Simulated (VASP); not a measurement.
# HfN (Fm-3m) in VASP: notebook, part 2 of 2

VASP 6.6.1. The steps go on from the part before.

### Step 3. Electric field gradients, PBE (volume scaled by 1.02)

Contents of INCAR:

```
SYSTEM = HfN
PREC = Accurate ; ENCUT = 520
EDIFF = 1E-8 ; ISMEAR = -1
SIGMA = 0.03 ; LREAL = .FALSE.
LASPH = .TRUE. ; NELM = 60
ALGO = Normal ; ISIF = 2
LWAVE = .FALSE. ; LCHARG = .FALSE.
GGA = PE ; LEFG = .TRUE.
NBANDS = 14
```

Contents of KPOINTS:

```
regular mesh
0
G
  10 10 10
  0 0 0
```

Contents of POSCAR:

```
HfN
1.0
    0.0000000000      2.2739607009      2.2739607009
    2.2739607009      0.0000000000      2.2739607009
    2.2739607009      2.2739607009      0.0000000000
Hf N
1 1
Direct
    0.0000000000      0.0000000000      0.0000000000
    0.5000000000      0.5000000000      0.5000000000
```

Potentials or basis: VASP PAW PBE potentials, release 64 (Hf_pv, N).

Launch:

```console
$ cat potpaw_PBE.64/Hf_pv/POTCAR potpaw_PBE.64/N/POTCAR > POTCAR
$ mpirun -np 1 vasp_std > vasp.out
```

OUTCAR:

```text
SYSTEM = HfN
   PREC = Accurate
   ENCUT = 520
   EDIFF = 1E-8
   ISMEAR = -1
   LREAL = .FALSE.
   LASPH = .TRUE.
   NELM = 60
   ISIF = 2
   GGA = PE

 ion  position               nearest neighbor table
   1  0.000  0.000  0.000-   2 2.27   2 2.27   2 2.27   2 2.27   2 2.27   2 2.27
   2  0.500  0.500  0.500-   1 2.27   1 2.27   1 2.27   1 2.27   1 2.27   1 2.27

  LATTYP: Found a face centered cubic cell.
 ALAT       =     4.5479214018

  Lattice vectors:

 A1 = (   0.0000000000,   2.2739607009,   2.2739607009)
 A2 = (   2.2739607009,   0.0000000000,   2.2739607009)
 A3 = (   2.2739607009,   2.2739607009,   0.0000000000)

Analysis of symmetry for initial positions (statically):
=====================================================================
 Subroutine PRICEL returns:
 Original cell was already a primitive cell.

 Routine SETGRP: Setting up the symmetry group for a
 face centered cubic supercell.

[... 596 lines left out ...]
      direct lattice vectors                 reciprocal lattice vectors
     0.000000000  2.273960701  2.273960701    -0.219880669  0.219880669  0.219880669
     2.273960701  0.000000000  2.273960701     0.219880669 -0.219880669  0.219880669
     2.273960701  2.273960701  0.000000000     0.219880669  0.219880669 -0.219880669

 POSITION                                       TOTAL-FORCE (eV/Angst)
 -----------------------------------------------------------------------------------
      0.00000      0.00000      0.00000         0.000000      0.000000      0.000000
      2.27396      2.27396      2.27396        -0.000000     -0.000000     -0.000000
 -----------------------------------------------------------------------------------
    total drift:                                0.000000     -0.000000     -0.000000

  FREE ENERGIE OF THE ION-ELECTRON SYSTEM (eV)
  ---------------------------------------------------
  free  energy   TOTEN  =       -21.7497975552 eV

  energy  without entropy=      -21.7471113836  energy(sigma->0) =      -21.74845447

 Electric field gradients (V/A^2)
---------------------------------------------------------------------
 ion       V_xx      V_yy      V_zz      V_xy      V_xz      V_yz
---------------------------------------------------------------------
   1       0.000    -0.000     0.000    -0.000    -0.000    -0.000
   2      -0.000    -0.000    -0.000     0.001     0.001     0.001
---------------------------------------------------------------------

 Electric field gradients after diagonalization (V/A^2)
 (convention: |V_zz| > |V_xx| > |V_yy|)
----------------------------------------------------------------------
 ion       V_xx      V_yy      V_zz     asymmetry (V_yy - V_xx)/ V_zz
----------------------------------------------------------------------
   1       0.000     0.000    -0.001       0.000
   2      -0.001    -0.001     0.003       0.000
----------------------------------------------------------------------

           NMR quadrupolar parameters

 Cq : quadrupolar parameter    Cq=e*Q*V_zz/h
 eta: asymmetry parameters     (V_yy - V_xx)/ V_zz
 Q  : nuclear electric quadrupole moment in mb (millibarn)
----------------------------------------------------------------------
 ion       Cq(MHz)       eta       Q (mb)
----------------------------------------------------------------------
   1      -0.000       0.000       1.000
   2       0.000       0.000       1.000
----------------------------------------------------------------------
```

OSZICAR:

```text
N       E                     dE             d eps       ncg     rms          rms(c)
DAV:   1     0.370189024314E+02    0.37019E+02   -0.78301E+03  1316   0.101E+03
DAV:   2    -0.228350600288E+02   -0.59854E+02   -0.56219E+02  1754   0.233E+02
DAV:   3    -0.247542213279E+02   -0.19192E+01   -0.19126E+01  1490   0.345E+01
DAV:   4    -0.247618801850E+02   -0.76589E-02   -0.76574E-02  1574   0.252E+00
DAV:   5    -0.247619312528E+02   -0.51068E-04   -0.51067E-04  1492   0.169E-01    0.471E+01
DAV:   6    -0.218665358160E+02    0.28954E+01   -0.83696E+00  1430   0.220E+01    0.404E+01
DAV:   7    -0.217795205378E+02    0.87015E-01   -0.46616E-01  1610   0.606E+00    0.262E+01
DAV:   8    -0.217559644577E+02    0.23556E-01   -0.12004E-01  1508   0.301E+00    0.624E+00
DAV:   9    -0.217498489260E+02    0.61155E-02   -0.14984E-02  1478   0.101E+00    0.194E+00
DAV:  10    -0.217498298810E+02    0.19045E-04   -0.87992E-04  1706   0.283E-01    0.441E-01
DAV:  11    -0.217497993398E+02    0.30541E-04   -0.60679E-05  1604   0.757E-02    0.111E-01
DAV:  12    -0.217497976199E+02    0.17199E-05   -0.71461E-06  1780   0.223E-02    0.768E-03
DAV:  13    -0.217497975592E+02    0.60724E-07   -0.16541E-07  1394   0.402E-03    0.511E-03
DAV:  14    -0.217497975233E+02    0.35862E-07   -0.10587E-08  1144   0.970E-04    0.185E-03
DAV:  15    -0.217497975494E+02   -0.26102E-07   -0.13961E-09   868   0.410E-04    0.581E-05
DAV:  16    -0.217497975552E+02   -0.57382E-08   -0.28393E-10   814   0.143E-04
   1 F= -.21749798E+02 E0= -.21748454E+02  d E =-.268617E-02
```

Wall time 9.8 s (1 thread of AMD EPYC 9R45 (Zen 5), shared host); peak memory 0.11 GiB.

What came out:

| Property | Result |
| --- | --- |
| Free energy | -21.7498 eV |
| Pressure | -2.3 GPa |

Levels at points of the mesh, in eV from the Fermi level:
```tsv
k point	band 5	band 6	band 7	band 8	band 9	band 10	band 11	band 12
(0.00, 0.00, 0.00)	-3.04	-3.04	-3.04	-0.37	-0.37	-0.37	1.57	1.89
(0.50, 0.00, 0.00)	-8.81	-6.12	-6.12	3.15	3.57	3.57	4.29	8.56
(0.50, 0.50, 0.00)	-5.45	-3.75	-3.72	-3.72	3.96	5.33	5.34	5.34
```

Caveat: without QUAD_EFG the Cq values of the log hold for a quadrupole moment of 1 mb, not for the nuclei; spin-orbit coupling is left out, which moves the levels of the heavy elements.

### Step 4. Electric field gradients, PBE (volume scaled by 1.04)

Contents of INCAR:

```
PREC     = Accurate       # precision mode
ENCUT    = 520            # plane-wave cutoff, eV
EDIFF    = 1E-8           # SCF threshold, eV
ISMEAR   = -1             # smearing method
SIGMA    = 0.03           # smearing width, eV
LREAL    = F              # projectors in reciprocal space
LASPH    = T              # aspherical terms in the spheres
NELM     = 100            # most SCF steps
ALGO     = Normal         # electronic algorithm
ISIF     = 2              # what is computed and relaxed
LWAVE    = F              # write WAVECAR
LCHARG   = F              # write CHGCAR
GGA      = PE             # functional
LEFG     = T            
NBANDS   = 14             # bands
```

Contents of KPOINTS:

```
regular mesh
0
Gamma
  10 10 10
```

Contents of POSCAR:

```
HfN
1.0
    0.0000000000      2.2887270932      2.2887270932
    2.2887270932      0.0000000000      2.2887270932
    2.2887270932      2.2887270932      0.0000000000
Hf N
1 1
Direct
    0.0000000000      0.0000000000      0.0000000000
    0.5000000000      0.5000000000      0.5000000000
```

Potentials or basis: VASP PAW PBE potentials, release 64 (Hf_pv, N).

Launch:

```console
$ cat potpaw_PBE.64/Hf_pv/POTCAR potpaw_PBE.64/N/POTCAR > POTCAR
$ mpirun -np 1 vasp_std > vasp.out
```

OUTCAR:

```text
PREC = Accurate
   ENCUT = 520
   EDIFF = 1E-8
   ISMEAR = -1
   LREAL = F
   LASPH = T
   NELM = 100
   ISIF = 2
   GGA = PE

 ion  position               nearest neighbor table
   1  0.000  0.000  0.000-   2 2.29   2 2.29   2 2.29   2 2.29   2 2.29   2 2.29
   2  0.500  0.500  0.500-   1 2.29   1 2.29   1 2.29   1 2.29   1 2.29   1 2.29

  LATTYP: Found a face centered cubic cell.
 ALAT       =     4.5774541864

  Lattice vectors:

 A1 = (   0.0000000000,   2.2887270932,   2.2887270932)
 A2 = (   2.2887270932,   0.0000000000,   2.2887270932)
 A3 = (   2.2887270932,   2.2887270932,   0.0000000000)

Analysis of symmetry for initial positions (statically):
=====================================================================
 Subroutine PRICEL returns:
 Original cell was already a primitive cell.

 Routine SETGRP: Setting up the symmetry group for a
 face centered cubic supercell.

 Subroutine GETGRP returns: Found 48 space group operations
[... 594 lines left out ...]
  volume of cell :       23.98
      direct lattice vectors                 reciprocal lattice vectors
     0.000000000  2.288727093  2.288727093    -0.218462044  0.218462044  0.218462044
     2.288727093  0.000000000  2.288727093     0.218462044 -0.218462044  0.218462044
     2.288727093  2.288727093  0.000000000     0.218462044  0.218462044 -0.218462044

 POSITION                                       TOTAL-FORCE (eV/Angst)
 -----------------------------------------------------------------------------------
      0.00000      0.00000      0.00000         0.000000     -0.000000     -0.000000
      2.28873      2.28873      2.28873        -0.000000      0.000000      0.000000
 -----------------------------------------------------------------------------------
    total drift:                                0.000000     -0.000000     -0.000000

  FREE ENERGIE OF THE ION-ELECTRON SYSTEM (eV)
  ---------------------------------------------------
  free  energy   TOTEN  =       -21.7363196344 eV

  energy  without entropy=      -21.7336055718  energy(sigma->0) =      -21.73496260

 Electric field gradients (V/A^2)
---------------------------------------------------------------------
 ion       V_xx      V_yy      V_zz      V_xy      V_xz      V_yz
---------------------------------------------------------------------
   1       0.000     0.000    -0.000    -0.000    -0.000    -0.000
   2       0.000    -0.000    -0.000     0.001     0.001     0.001
---------------------------------------------------------------------

 Electric field gradients after diagonalization (V/A^2)
 (convention: |V_zz| > |V_xx| > |V_yy|)
----------------------------------------------------------------------
 ion       V_xx      V_yy      V_zz     asymmetry (V_yy - V_xx)/ V_zz
----------------------------------------------------------------------
   1       0.000     0.000    -0.001       0.000
   2      -0.001    -0.001     0.003       0.000
----------------------------------------------------------------------

           NMR quadrupolar parameters

 Cq : quadrupolar parameter    Cq=e*Q*V_zz/h
 eta: asymmetry parameters     (V_yy - V_xx)/ V_zz
 Q  : nuclear electric quadrupole moment in mb (millibarn)
----------------------------------------------------------------------
 ion       Cq(MHz)       eta       Q (mb)
----------------------------------------------------------------------
   1      -0.000       0.000       1.000
   2       0.000       0.000       1.000
----------------------------------------------------------------------
```

stdout:

```text
POSCAR found type information on POSCAR HfN
 POSCAR found :  2 types and       2 ions
 scaLAPACK will be used
 LDA part: xc-table for (Slater+PW92), standard interpolation
 POSCAR, INCAR and KPOINTS ok, starting setup
 FFT: planning ... GRIDC
 FFT: planning ... GRID_SOFT
 FFT: planning ... GRID
 WAVECAR not read
 entering main loop
ion   1

ion   2
```

It took 10 s on 1 thread of AMD EPYC 9R45 (Zen 5), shared host; peak memory 0.12 GiB.

What came out:

```
Free energy : -21.7363 eV
Pressure    : -7.2 GPa
```

Caveat: without QUAD_EFG the Cq values of the log hold for a quadrupole moment of 1 mb, not for the nuclei; spin-orbit coupling is left out, which moves the levels of the heavy elements.

### Step 5. Electric field gradients, PBE (volume scaled by 1.04)

Contents of INCAR:

```
SYSTEM = HfN
ALGO = Normal
EDIFF = 1E-8
ENCUT = 520
GGA = PE
ISIF = 2
ISMEAR = -1
LASPH = .TRUE.
LCHARG = .FALSE.
LEFG = .TRUE.
LREAL = .FALSE.
LWAVE = .FALSE.
NBANDS = 14
NELM = 80
PREC = Accurate
SIGMA = 0.03
```

Contents of KPOINTS:

```
k-points
0
G
  10 10 10
  0 0 0
```

POSCAR is that of step 4.

Potentials or basis: VASP PAW PBE potentials, release 64 (Hf_pv, N).

Launch:

```console
$ cat potpaw_PBE.64/Hf_pv/POTCAR potpaw_PBE.64/N/POTCAR > POTCAR
$ mpirun -np 1 vasp_std > vasp.out
```

OUTCAR:

```text
SYSTEM = HfN
   EDIFF = 1E-8
   ENCUT = 520
   GGA = PE
   ISIF = 2
   ISMEAR = -1
   LASPH = .TRUE.
   LREAL = .FALSE.
   NELM = 80
   PREC = Accurate

 ion  position               nearest neighbor table
   1  0.000  0.000  0.000-   2 2.29   2 2.29   2 2.29   2 2.29   2 2.29   2 2.29
   2  0.500  0.500  0.500-   1 2.29   1 2.29   1 2.29   1 2.29   1 2.29   1 2.29

  LATTYP: Found a face centered cubic cell.
 ALAT       =     4.5774541864

  Lattice vectors:

 A1 = (   0.0000000000,   2.2887270932,   2.2887270932)
 A2 = (   2.2887270932,   0.0000000000,   2.2887270932)
 A3 = (   2.2887270932,   2.2887270932,   0.0000000000)

Analysis of symmetry for initial positions (statically):
=====================================================================
 Subroutine PRICEL returns:
 Original cell was already a primitive cell.

 Routine SETGRP: Setting up the symmetry group for a
 face centered cubic supercell.

[... 596 lines left out ...]
      direct lattice vectors                 reciprocal lattice vectors
     0.000000000  2.288727093  2.288727093    -0.218462044  0.218462044  0.218462044
     2.288727093  0.000000000  2.288727093     0.218462044 -0.218462044  0.218462044
     2.288727093  2.288727093  0.000000000     0.218462044  0.218462044 -0.218462044

 POSITION                                       TOTAL-FORCE (eV/Angst)
 -----------------------------------------------------------------------------------
      0.00000      0.00000      0.00000         0.000000     -0.000000     -0.000000
      2.28873      2.28873      2.28873        -0.000000      0.000000      0.000000
 -----------------------------------------------------------------------------------
    total drift:                                0.000000     -0.000000     -0.000000

  FREE ENERGIE OF THE ION-ELECTRON SYSTEM (eV)
  ---------------------------------------------------
  free  energy   TOTEN  =       -21.7363196344 eV

  energy  without entropy=      -21.7336055718  energy(sigma->0) =      -21.73496260

 Electric field gradients (V/A^2)
---------------------------------------------------------------------
 ion       V_xx      V_yy      V_zz      V_xy      V_xz      V_yz
---------------------------------------------------------------------
   1       0.000     0.000    -0.000    -0.000    -0.000    -0.000
   2       0.000    -0.000    -0.000     0.001     0.001     0.001
---------------------------------------------------------------------

 Electric field gradients after diagonalization (V/A^2)
 (convention: |V_zz| > |V_xx| > |V_yy|)
----------------------------------------------------------------------
 ion       V_xx      V_yy      V_zz     asymmetry (V_yy - V_xx)/ V_zz
----------------------------------------------------------------------
   1       0.000     0.000    -0.001       0.000
   2      -0.001    -0.001     0.003       0.000
----------------------------------------------------------------------

           NMR quadrupolar parameters

 Cq : quadrupolar parameter    Cq=e*Q*V_zz/h
 eta: asymmetry parameters     (V_yy - V_xx)/ V_zz
 Q  : nuclear electric quadrupole moment in mb (millibarn)
----------------------------------------------------------------------
 ion       Cq(MHz)       eta       Q (mb)
----------------------------------------------------------------------
   1      -0.000       0.000       1.000
   2       0.000       0.000       1.000
----------------------------------------------------------------------
```

It took 10 s on 1 thread of AMD EPYC 9R45 (Zen 5), shared host; peak memory 0.12 GiB.

Results:

* Free energy: -21.7363 eV
* Pressure: -7.2 GPa

Caveat: without QUAD_EFG the Cq values of the log hold for a quadrupole moment of 1 mb, not for the nuclei; spin-orbit coupling is left out, which moves the levels of the heavy elements.

### Step 6. Overview

| cell | gap on the mesh (eV) | pressure (GPa) |
| --- | --- | --- |
| a = 3.195 Å, angles 60.0°, 2 atoms | none | 3.1 |
| a = 3.216 Å, angles 60.0°, 2 atoms | none | -2.3 |
| a = 3.237 Å, angles 60.0°, 2 atoms | none | -7.2 |

Alike in all rows: task electric field gradients; level PBE; potentials or basis VASP PAW PBE potentials, release 64 (Hf_pv, N); no spin polarisation; k mesh 10 × 10 × 10; cutoff (eV) 520; smearing fermi-dirac 0.03 eV.

Caveats: spin-orbit coupling is left out, which moves the levels of the heavy elements.

Absolute energies hang on the potentials; compare differences alone.
